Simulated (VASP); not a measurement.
Wanted: the native input for a VASP 6.6.1 run.

```yaml
Task: single point
Functional: PBEsol-based global hybrid with 25 % exact exchange
Potentials_or_basis: VASP PAW PBE potentials, release 64 (Zr_sv, B)
Cutoff: 520 eV
k_mesh: 5 × 5 × 5
Occupations: fermi-dirac, width 0.05 eV
Spin: no spin polarisation
Dipole_correction: no
Grid_for_exact_exchange_PRECFOCK: Normal
Share_of_exact_exchange: 0.25
Further_INCAR_settings: ALGO = Normal; EDIFF = 1e-06; NBANDS = 14
```

Crystal: ZrB.

```xyz
2
Lattice="0.0000 2.4320 2.4320 2.4320 0.0000 2.4320 2.4320 2.4320 0.0000" Properties=species:S:1:pos:R:3 pbc="T T T"
Zr    0.0000    0.0000    0.0000
B     2.4320    2.4320    2.4320
```

The input as run:

POSCAR

```
ZrB
1.0
    0.0000000000      2.4320192442      2.4320192442
    2.4320192442      0.0000000000      2.4320192442
    2.4320192442      2.4320192442      0.0000000000
Zr B
1 1
Direct
    0.0000000000      0.0000000000      0.0000000000
    0.5000000000      0.5000000000      0.5000000000
```

INCAR.step1

```
SYSTEM = ZrB
  ALGO = Normal
  EDIFF = 1E-5
  ENCUT = 520
  GGA = PE
  ISIF = 2
  ISMEAR = -1
  LASPH = .True.
  LCHARG = .False.
  LREAL = .False.
  LWAVE = .True.
  NBANDS = 14
  NELM = 60
  PREC = Accurate
  SIGMA = 0.05
```

INCAR.step2

```
SYSTEM = ZrB
  AEXX = 0.25
  ALGO = Normal
  EDIFF = 1E-6
  ENCUT = 520
  GGA = PS
  ISIF = 2
  ISMEAR = -1
  ISTART = 1
  LASPH = .True.
  LCHARG = .False.
  LHFCALC = .True.
  LREAL = .False.
  LWAVE = .False.
  NBANDS = 14
  NELM = 60
  PREC = Accurate
  PRECFOCK = Normal
  SIGMA = 0.05
```

KPOINTS

```
k-points
0
Gamma
  5 5 5
  0 0 0
```

Potentials or basis: VASP PAW PBE potentials, release 64 (Zr_sv, B).

Run with:

```bash
$ cat potpaw_PBE.64/Zr_sv/POTCAR potpaw_PBE.64/B/POTCAR > POTCAR
$ cp INCAR.step1 INCAR
$ mpirun -np 1 vasp_std > vasp.out
$ cp INCAR.step2 INCAR
$ mpirun -np 1 vasp_std > vasp.out
```

It gave:

```
Pressure               : 0.0 GPa
Band gap on the k mesh : zero (an odd number of electrons rules out a gap without spin polarisation)
```

Caveat: the k points lie up to 0.45 Å⁻¹ apart, too coarse for converged energies and pressures of a metal; the PAW data sets were made with another functional, which shifts forces and pressure a little.

Wall time 3.9 min on 1 thread of Intel(R) Xeon(R) 6975P-C (Granite Rapids) (shared host), peak memory 0.17 GiB.
